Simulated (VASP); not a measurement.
# Nb (Pm-3n) in VASP: further runs

The runs below take Nb through single point, relaxation of cell and atoms, with RPBE.

Everything below comes from runs of VASP 6.6.1. Logs are shortened: lines on timing, memory, paths and dates and some standing lists are left out, and cuts for length are marked.

**1. The cell of the first run**

Symmetry: Pm-3n, No. 223, cubic system. Conventional cell: a = 5.330 Å, b = 5.330 Å, c = 5.330 Å, α = 90.00°, β = 90.00°, γ = 90.00°. Within 3.9 Å of Nb (site symmetry m-3) lie 12 Nb at 2.98 Å. Within 3.5 Å of Nb (site symmetry -4m2) lie 14 Nb at 2.66 to 3.26 Å.

**2. Single point, RPBE**

INCAR

```
SYSTEM = Nb
ALGO = Normal ; EDIFF = 1E-6
ENCUT = 520 ; GGA = RP
ISIF = 2 ; ISMEAR = -1
LASPH = .True. ; LCHARG = .False.
LREAL = .False. ; LWAVE = .False.
NBANDS = 62 ; NELM = 60
PREC = Accurate ; SIGMA = 0.1
```

KPOINTS

```
k-points
0
Gamma
  5 5 5
  0 0 0
```

POSCAR

```
Nb
1.0
    5.3298970330      0.0000000000      0.0000000000
    0.0000000000      5.3298970330      0.0000000000
    0.0000000000      0.0000000000      5.3298970330
Nb
8
Direct
    0.0000000000      0.0000000000      1.0000000000
    0.5000000000      0.5000000000      0.5000000000
    0.2500000000      1.0000000000      0.5000000000
    0.7500000000      0.0000000000      0.5000000000
    0.5000000000      0.2500000000      1.0000000000
    0.5000000000      0.7500000000      0.0000000000
    0.0000000000      0.5000000000      0.2500000000
    0.0000000000      0.5000000000      0.7500000000
```

Potentials or basis: VASP PAW PBE potentials, release 64 (Nb_sv).

Launch:

```bash
$ cat potpaw_PBE.64/Nb_sv/POTCAR > POTCAR
$ mpirun -np 1 vasp_std > vasp.out
```

OUTCAR:

```text
SYSTEM = Nb
   EDIFF = 1E-6
   ENCUT = 520
   GGA = RP
   ISIF = 2
   ISMEAR = -1
   LASPH = .True.
   LREAL = .False.
   NELM = 60
   PREC = Accurate

 ion  position               nearest neighbor table
   1  0.000  0.000  0.000-   3 2.98   4 2.98   5 2.98   6 2.98   7 2.98   8 2.98   3 2.98   4 2.98
                             7 2.98   8 2.98   5 2.98   6 2.98
   2  0.500  0.500  0.500-   3 2.98   4 2.98   5 2.98   6 2.98   7 2.98   8 2.98   5 2.98   6 2.98
                             3 2.98   4 2.98   7 2.98   8 2.98
   3  0.250  0.000  0.500-   4 2.66   4 2.66   1 2.98   1 2.98   2 2.98   2 2.98
   4  0.750  0.000  0.500-   3 2.66   3 2.66   1 2.98   1 2.98   2 2.98   2 2.98
   5  0.500  0.250  0.000-   6 2.66   6 2.66   1 2.98   2 2.98   2 2.98   1 2.98
   6  0.500  0.750  0.000-   5 2.66   5 2.66   1 2.98   2 2.98   2 2.98   1 2.98
   7  0.000  0.500  0.250-   8 2.66   8 2.66   1 2.98   2 2.98   1 2.98   2 2.98
   8  0.000  0.500  0.750-   7 2.66   7 2.66   1 2.98   2 2.98   1 2.98   2 2.98

  LATTYP: Found a simple cubic cell.
 ALAT       =     5.3298970330

  Lattice vectors:

 A1 = (   5.3298970330,   0.0000000000,   0.0000000000)
 A2 = (   0.0000000000,   5.3298970330,   0.0000000000)
 A3 = (   0.0000000000,   0.0000000000,   5.3298970330)

Analysis of symmetry for initial positions (statically):
=====================================================================
 Subroutine PRICEL returns:
 Original cell was already a primitive cell.

 Routine SETGRP: Setting up the symmetry group for a
 simple cubic supercell.

 Subroutine GETGRP returns: Found 48 space group operations
 (whereof 24 operations were pure point group operations)
 out of a pool of 48 trial point group operations.

The static configuration has the point symmetry T_h .
 The point group associated with its full space group is O_h .

Analysis of symmetry for dynamics (positions and initial velocities):
=====================================================================
 Subroutine PRICEL returns:
 Original cell was already a primitive cell.

 Routine SETGRP: Setting up the symmetry group for a
 simple cubic supercell.

 Subroutine GETGRP returns: Found 48 space group operations
 (whereof 24 operations were pure point group operations)
 out of a pool of 48 trial point group operations.

The dynamic configuration has the point symmetry T_h .
 The point group associated with its full space group is O_h .

 Subroutine INISYM returns: Found 48 space group operations
 (whereof 24 operations are pure point group operations),
 and found     1 'primitive' translations

----------------------------------------------------------------------------------------

                                     Primitive cell

  volume of cell :     151.4107

  direct lattice vectors                    reciprocal lattice vectors
     5.329897033  0.000000000  0.000000000     0.187620885  0.000000000  0.000000000
     0.000000000  5.329897033  0.000000000     0.000000000  0.187620885  0.000000000
     0.000000000  0.000000000  5.329897033     0.000000000  0.000000000  0.187620885

  length of vectors
     5.329897033  5.329897033  5.329897033     0.187620885  0.187620885  0.187620885

  position of ions in fractional coordinates (direct lattice)
     0.000000000  0.000000000  0.000000000
     0.500000000  0.500000000  0.500000000
     0.250000000  0.000000000  0.500000000
     0.750000000  0.000000000  0.500000000
     0.500000000  0.250000000  0.000000000
     0.500000000  0.750000000  0.000000000
     0.000000000  0.500000000  0.250000000
     0.000000000  0.500000000  0.750000000

  ion indices of the primitive-cell ions
   primitive index   ion index
                 1           1
                 2           2
                 3           3
                 4           4
                 5           5
                 6           6
                 7           7
                 8           8

----------------------------------------------------------------------------------------

 KPOINTS: k-points

Automatic generation of k-mesh.
 Grid dimensions read from file:
 generate k-points for:    5    5    5

 Generating k-lattice:

  Cartesian coordinates                     Fractional coordinates (reciprocal lattice)
     0.037524177  0.000000000  0.000000000     0.200000000  0.000000000  0.000000000
     0.000000000  0.037524177  0.000000000     0.000000000  0.200000000  0.000000000
     0.000000000  0.000000000  0.037524177     0.000000000  0.000000000  0.200000000

  Length of vectors
     0.037524177  0.037524177  0.037524177

  Shift w.r.t. Gamma in fractional coordinates (k-lattice)
     0.000000000  0.000000000  0.000000000

 Subroutine IBZKPT returns following result:
 ===========================================

 Found     10 irreducible k-points:

 Following reciprocal coordinates:
            Coordinates               Weight
  0.000000  0.000000  0.000000      1.000000
  0.200000  0.000000  0.000000      6.000000
  0.400000  0.000000  0.000000      6.000000
  0.200000  0.200000  0.000000     12.000000
  0.400000  0.200000  0.000000     24.000000
  0.400000  0.400000  0.000000     12.000000
  0.200000  0.200000  0.200000      8.000000
  0.400000  0.200000  0.200000     24.000000
  0.400000  0.400000  0.200000     24.000000
  0.400000  0.400000  0.400000      8.000000
   k-points           NKPTS =     10   k-points in BZ     NKDIM =     10   number of bands    NBANDS=     62
   number of dos      NEDOS =    301   number of ions     NIONS =      8
   total plane-waves  NPLWV =  64000
   dimension x,y,z NGX =    40 NGY =   40 NGZ =   40
   dimension x,y,z NGXF=    80 NGYF=   80 NGZF=   80
   ions per type =               8
   NGX,Y,Z   is equivalent  to a cutoff of  12.48, 12.48, 12.48 a.u.
   NGXF,Y,Z  is equivalent  to a cutoff of  24.95, 24.95, 24.95 a.u.
 SYSTEM =  Nb
   PREC   = accura    normal or accurate (medium, high low for compatibility)
   ISTART =      0    job   : 0-new  1-cont  2-samecut
   ICHARG =      2    charge: 1-file 2-atom 10-const
   ISPIN  =      1    spin polarized calculation?
   LNONCOLLINEAR =      F non collinear calculations
   LSORBIT =      F    spin-orbit coupling
   LASPH  =      T    aspherical Exc in radial PAW
   ENCUT  =  520.0 eV  38.22 Ry    6.18 a.u.   9.91  9.91  9.91*2*pi/ulx,y,z
   NELM   =     60;   NELMIN=  2; NELMDL= -5     # of ELM steps
   EDIFF  = 0.1E-05   stopping-criterion for ELM
   LREAL  =      F    real-space projection
   EDIFFG = 0.1E-04   stopping-criterion for IOM
   NSW    =      0    number of steps for IOM
   IBRION =     -1    ionic relax: 0-MD 1-quasi-New 2-CG
   NFREE  =      0    steps in history (QN), initial steepest desc. (CG)
   ISIF   =      2    stress and relaxation
   ISYM   =      2    0-nonsym 1-usesym 2-fastsym
   POTIM  = 0.5000    time-step for ionic-motion
   TEBEG  =    0.0;   TEEND  =   0.0 temperature during run
   PSTRESS=    0.0 pullay stress
   NELECT =     104.0000    total number of electrons
   NUPDOWN=      -1.0000    fix difference up-down
   EMIN   =  10.00;   EMAX   =-10.00  energy-range for DOS
   EFERMI =   0.00;   METHOD = LEGACY
   ISMEAR =    -1;   SIGMA  =   0.10  broadening in eV -4-tet -1-fermi 0-gaus
   EFERMI_NEDOS =   21; number of points for ismear=-14 and -15
   IALGO  =     38    algorithm
   IMIX   =      4    mixing-type and parameters
     AMIX     =   0.40;   BMIX     =  1.00
     AMIX_MAG =   1.60;   BMIX_MAG =  1.00
  volume/ion in A,a.u.               =      18.93       127.72
  Fermi-wavevector in a.u.,A,eV,Ry     =   1.444443  2.729602 28.387414  2.086416
  Thomas-Fermi vector in A             =   2.562738
   LORBIT       =      0    0 simple, 1 ext, 2 COOP (PROOUT), +10 PAW based schemes
   GGA     = RP    functional components
   LHFCALC =     F    Hartree Fock is set to
   AEXX    =    0.0000 exact exchange contribution
   IVDW    =     0    specifies the selected vdW correction
   LEPSILON=     F    determine dielectric tensor
   LRPA    =     F    only Hartree local field effects (RPA)
 non-spin polarized calculation
  energy-cutoff  :      520.00
  volume of cell :      151.41
 maximum number of plane-waves:      4095
 NGX is ok and might be reduce to    40
   NGX = 19   NGY = 19   NGZ = 19

 number of electron     104.0000002 magnetization

 Free energy of the ion-electron system (eV)
  ---------------------------------------------------
  ext. energy  EPLUGINS =         0.00000000
  ---------------------------------------------------
  free energy    TOTEN  =       -77.03449220 eV

  energy without entropy =      -76.64148053  energy(sigma->0) =      -76.83798637

 E-fermi :  10.6473     XC(G=0): -12.1730

 val. band max:       10.6172104707   @ k =   0.4000   0.2000   0.0000
 cond. band min:      10.6513273707   @ k =   0.2000   0.0000   0.0000
 fundamental gap:      0.0341169000
 Fermi energy:        10.6473486866

 k-point     1 :       0.0000    0.0000    0.0000
  band No.  band energies     occupation
      1     -43.9534      2.00000
      2     -43.8318      2.00000
      3     -43.8318      2.00000
      4     -43.7394      2.00000
      5     -43.6806      2.00000
      6     -43.6300      2.00000
[... 54 lines left out ...]
     61      13.1097      0.00000
     62      13.1536      0.00000

 k-point     2 :       0.2000    0.0000    0.0000
  band No.  band energies     occupation
      1     -43.9380      2.00000
      2     -43.8374      2.00000
      3     -43.8178      2.00000
      4     -43.7428      2.00000
      5     -43.6853      2.00000
      6     -43.6470      2.00000
[... 54 lines left out ...]
     61      13.0122      0.00000
     62      13.2241      0.00000

 k-point     3 :       0.4000    0.0000    0.0000
  band No.  band energies     occupation
      1     -43.9002      2.00000
      2     -43.8605      2.00000
      3     -43.7822      2.00000
      4     -43.7516      2.00000
      5     -43.6937      2.00000
      6     -43.6824      2.00000
[... 444 lines left out ...]
     61      13.2226      0.00000
     62      13.5431      0.00000

 k-point    10 :       0.4000    0.4000    0.4000
  band No.  band energies     occupation
      1     -43.7996      2.00000
      2     -43.7736      2.00000
      3     -43.7736      2.00000
      4     -43.7492      2.00000
      5     -43.7265      2.00000
      6     -43.7104      2.00000
[... 54 lines left out ...]
     61      13.5370      0.00000
     62      13.6877      0.00000

------------------------ aborting loop because EDIFF is reached ----------------------------------------

  FORCE on cell =-STRESS in cart. coord.  units (eV):
  Direction    XX          YY          ZZ          XY          YZ          ZX
  --------------------------------------------------------------------------------------
  -------------------------------------------------------------------------------------
  Total       -0.3036128     -0.3036128     -0.3036128      0.0000000      0.0000000      0.0000000
  in kB       -3.2127299     -3.2127299     -3.2127299      0.0000000      0.0000000      0.0000000
  external PRESSURE =      -3.2127299 kB  Pullay stress =       0.0000000 kB

 VOLUME and BASIS-vectors are now :
 -----------------------------------------------------------------------------
  energy-cutoff  :      520.00
  volume of cell :      151.41
      direct lattice vectors                 reciprocal lattice vectors
     5.329897033  0.000000000  0.000000000     0.187620885  0.000000000  0.000000000
     0.000000000  5.329897033  0.000000000     0.000000000  0.187620885  0.000000000
     0.000000000  0.000000000  5.329897033     0.000000000  0.000000000  0.187620885

 POSITION                                       TOTAL-FORCE (eV/Angst)
 -----------------------------------------------------------------------------------
      0.00000      0.00000      0.00000         0.000000     -0.000000      0.000000
      2.66495      2.66495      2.66495         0.000000     -0.000000      0.000000
      1.33247      0.00000      2.66495         0.000000     -0.000000     -0.000000
      3.99742      0.00000      2.66495        -0.000000      0.000000      0.000000
      2.66495      1.33247      0.00000         0.000000     -0.000000      0.000000
      2.66495      3.99742      0.00000        -0.000000      0.000000     -0.000000
      0.00000      2.66495      1.33247         0.000000     -0.000000     -0.000000
      0.00000      2.66495      3.99742        -0.000000     -0.000000      0.000000
 -----------------------------------------------------------------------------------
    total drift:                                0.000000     -0.000000      0.000000

  FREE ENERGIE OF THE ION-ELECTRON SYSTEM (eV)
  ---------------------------------------------------
  free  energy   TOTEN  =       -77.0344921981 eV

  energy  without entropy=      -76.6414805328  energy(sigma->0) =      -76.83798637
```

Run time: 2.9 min. Hardware: 1 thread of Intel Xeon 8259CL, shared host; peak memory 0.26 GiB.

What came out:

- Free energy: -77.0345 eV
- Pressure: -0.3 GPa
- Band gap on the k mesh: zero (bands 52 and 53 overlap by 0.35 eV)

Caveat: the PAW data sets were made with another functional, which shifts forces and pressure a little.

(Continued in part 2 of 2.)

The gap in the log of VASP goes by the Fermi energy; the results here count the filled bands.